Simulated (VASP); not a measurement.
Runs of VASP 6.6.1 on YB. The structure is that of space group R-3m (No. 166), or close to it. The cells are those of the table. 

| task | cell | cutoff (eV) | smearing | gap on the mesh (eV) | pressure (GPa) | relaxed volume (Å³/atom) |
| --- | --- | --- | --- | --- | --- | --- |
| single point | a = 3.967 Å, angles 54.2°, 2 atoms | 520 | gaussian 0.1 eV | none | -0.1 | - |
| single point | a = 3.921 Å, angles 55.6°, 2 atoms | 520 | fermi-dirac 0.15 eV | none | -0.1 | - |
| relaxation of cell and atoms | relaxed from a = 3.967 Å, angles 54.2°, 2 atoms | 600 | fermi-dirac 0.15 eV | none | 0.0 | (a) |
| relaxation of cell and atoms | relaxed from a = 3.967 Å, angles 54.2°, 2 atoms | 600 | gaussian 0.1 eV | none | 0.0 | 19.03 |

Alike in all rows: level PBE; potentials or basis VASP PAW PBE potentials, release 64 (Y_sv, B); no spin polarisation; k mesh 15 × 15 × 15.

Fill in the values left out.

(a) 19.09.

A k mesh can miss the band edges, and the runs leave out spin-orbit coupling on Y.

A gap of «none» marks levels without a gap at the run's occupations.
